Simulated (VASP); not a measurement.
Crystal: Sc.

```
CELL_PARAMETERS angstrom
-1.91721 1.91721 1.71760
1.91721 -1.91721 1.71760
1.91721 1.91721 -1.71760
ATOMIC_POSITIONS crystal
Sc 0.00000 0.00000 0.00000
```

Base run:

```yaml
Program: VASP 6.6.1
Functional: PBE
Potentials_or_basis: VASP PAW PBE potentials, release 64 (Sc_sv)
Cutoff: 520 eV
k_mesh: 14 × 14 × 14
Occupations: fermi-dirac, width 0.05 eV
Spin: no spin polarisation
```

Its results: band gap on the k mesh zero (an odd number of electrons rules out a gap without spin polarisation); pressure -0.7 GPa.

**Question.** The run is repeated on the same cell with these changes: functional from PBE to r2SCAN; k mesh from 14 × 14 × 14 to 6 × 6 × 6. What comes out?

**Answer.** Band gap on the k mesh zero (an odd number of electrons rules out a gap without spin polarisation); pressure 0.0 GPa.

Several settings changed at once.

Caveats: some runs use coarse meshes; the PAW data sets were made with another functional, which shifts forces and pressure a little (at least some runs).
